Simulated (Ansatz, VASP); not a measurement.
Ge: VASP beside Ansatz

Contents of INCAR:

```
SYSTEM = Ge
ALGO = Normal ; EDIFF = 1E-6
ENCUT = 520 ; ISIF = 2
ISMEAR = -1 ; LASPH = .True.
LCHARG = .False. ; LREAL = .False.
LWAVE = .False. ; NBANDS = 36
NELM = 80 ; PREC = Accurate
SIGMA = 0.05
```

File KPOINTS:

```
k-points
0
Gamma
  7 7 7
  0 0 0
```

POSCAR

```
Ge
1.0
    0.0000000000      2.8857400000      5.1156650000
    2.6304970000      0.0000000000      5.1156650000
    2.6304970000      2.8857400000      0.0000000000
Ge
4
Direct
    0.7264900000      0.2735100000      0.7264900000
    0.2735100000      0.7264900000      0.2735100000
    0.2181330000      0.2181330000      0.7818670000
    0.7818670000      0.7818670000      0.2181330000
```

File input.yaml:

```yaml
crystal:
  lattice:
    - [0.0, 2.88574, 5.115665]
    - [2.630497, 0.0, 5.115665]
    - [2.630497, 2.88574, 0.0]
  atoms:
    - { symbol: Ge, position: [0.72649, 0.27351, 0.72649] }
    - { symbol: Ge, position: [0.27351, 0.72649, 0.27351] }
    - { symbol: Ge, position: [0.218133, 0.218133, 0.781867] }
    - { symbol: Ge, position: [0.781867, 0.781867, 0.218133] }
kpoints:
  mp_grid: { grid: [7, 7, 7] }
  band_path:
    path:
      - [0.0, 0.0, 0.0]
      - [0.5, 0.0, 0.5]
      - [0.5, 0.1083705569, 0.6083705569]
      - [0.0286819066, 0.5, 0.5286819066]
      - [0.0, 0.5, 0.5]
      - [0.0, 0.0, 0.0]
      - [0.5, 0.5, 0.0]
      - [0.9713180934, 0.5, 0.4713180934]
    npoints: 10
scf:
  occupations: { method: fermi_dirac, width: 0.05 }
hamiltonian:
  xc: lda
  pseudopotentials: { kind: all_electron, lapw: { basis_error: 0.002 } }
output:
  forces: true
  stress: true
  eigenvalues: true
```

Alike in both runs: functional LDA; k mesh 7 × 7 × 7; occupations fermi-dirac, width 0.05 eV; no spin polarisation.

|  | VASP | Ansatz |
| --- | --- | --- |
| version | VASP 6.6.1 | Ansatz 0.2.0 |
| potentials or method | VASP PAW LDA potentials, release 64 (Ge_d), cutoff 520 eV | all-electron LAPW, scalar-relativistic |
| task | single point | band structure |

VASP gave:

```
gap on the k mesh at the Fermi level (eV)                     : none
pressure (GPa)                                                : -5.2
traceless stress, the component that is largest in VASP (GPa) : -0.64
rms of the force components (eV/Å)                            : 0.018
```

**Question.** Estimate Ansatz's values.

**Answer.** gap on the k mesh at the Fermi level (eV): none; pressure (GPa): -5.1; traceless stress, the component that is largest in VASP (GPa): -0.64; rms of the force components (eV/Å): 0.018.

LDA's correlation is that of Perdew and Zunger in VASP and of Perdew and Wang (1992) in Ansatz. Atom by atom the forces differ by 0.001 eV/Å (rms over components). A gap of «none» marks a metal or a gap that the smearing closes. Ansatz ran all-electron here, and VASP with PAW potentials.
